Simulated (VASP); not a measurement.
A run of VASP 6.6.1 is set up as follows.

File INCAR:

```
SYSTEM = C
PREC = Accurate
ENCUT = 520
EDIFF = 1E-6
ISMEAR = 0
SIGMA = 0.05
LREAL = .False.
LASPH = .True.
NELM = 80
ALGO = Normal
ISIF = 2
LWAVE = .False.
LCHARG = .False.
GGA = CA
NBANDS = 11
```

Contents of KPOINTS:

```
regular mesh
0
Gamma
  15 15 4
  0 0 0
```

The input POSCAR:

```
C
1.0
    2.4561700000      0.0000000000      0.0000000000
   -1.2280850000      2.1271056160      0.0000000000
    0.0000000000      0.0000000000      8.5238030000
C
2
Direct
    0.3333333333      0.6666666667      0.0000000000
    0.6666666667      0.3333333333      0.0000000000
```

Potentials or basis: VASP PAW LDA potentials, release 64 (C).

Launch:

```console
$ cat potpaw_LDA.64/C/POTCAR > POTCAR
$ mpirun -np 1 vasp_std > vasp.out
```

Q: What does it give for the band gap on the k mesh?

A: Zero (filled and empty bands touch).
